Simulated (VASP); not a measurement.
A run of VASP 6.6.1 is set up as follows.

Contents of POSCAR:

```
CsI
1.0
    4.6081171041      0.0000000000      0.0000000000
    0.0000000000      4.6081171041      0.0000000000
    0.0000000000      0.0000000000      4.6081171041
Cs I
1 1
Direct
    0.0000000000      0.0000000000      0.0000000000
    0.5000000000      0.5000000000      0.5000000000
```

Contents of INCAR.step1:

```
  PREC = Accurate
  ENCUT = 400
  EDIFF = 1E-5
  ISMEAR = 0
  SIGMA = 0.01
  LREAL = False
  LASPH = True
  NELM = 200
  ALGO = Normal
  ISIF = 2
  LWAVE = True
  LCHARG = False
  MAGMOM = 0 0 0 0 0 0
  LORBIT = 11
  LSORBIT = True
  GGA_COMPAT = False
  LORBMOM = True
  NBANDS = 28
  GGA = PE
  KPAR = 4
```

Contents of INCAR.step2:

```
  PREC = Accurate
  ENCUT = 400
  EDIFF = 1E-6
  ISMEAR = 0
  SIGMA = 0.01
  LREAL = False
  LASPH = True
  NELM = 200
  ALGO = Normal
  ISIF = 2
  LWAVE = False
  LCHARG = False
  MAGMOM = 0 0 0 0 0 0
  LORBIT = 11
  LSORBIT = True
  GGA_COMPAT = False
  LORBMOM = True
  GGA = PE
  LHFCALC = True
  HFSCREEN = 0.2079
  PRECFOCK = Normal
  NBANDS = 28
  ISTART = 1
  KPAR = 4
```

KPOINTS

```
Automatic mesh
0
Gamma
  4 4 4
```

Potentials or basis: VASP PAW PBE potentials, release 64 (Cs_sv, I).

Command:

```bash
$ cat potpaw_PBE.64/Cs_sv/POTCAR potpaw_PBE.64/I/POTCAR > POTCAR
$ cp INCAR.step1 INCAR
$ mpirun -np 4 vasp_ncl > vasp.out
$ cp INCAR.step2 INCAR
$ mpirun -np 4 vasp_ncl > vasp.out
```

(1) Predict the net moment.

(2) Estimate the pressure.

Answers

(1) 0.00 μB per cell.

(2) 0.2 GPa.

Caveat: the PAW data sets were made with another functional, which shifts forces and pressure a little.
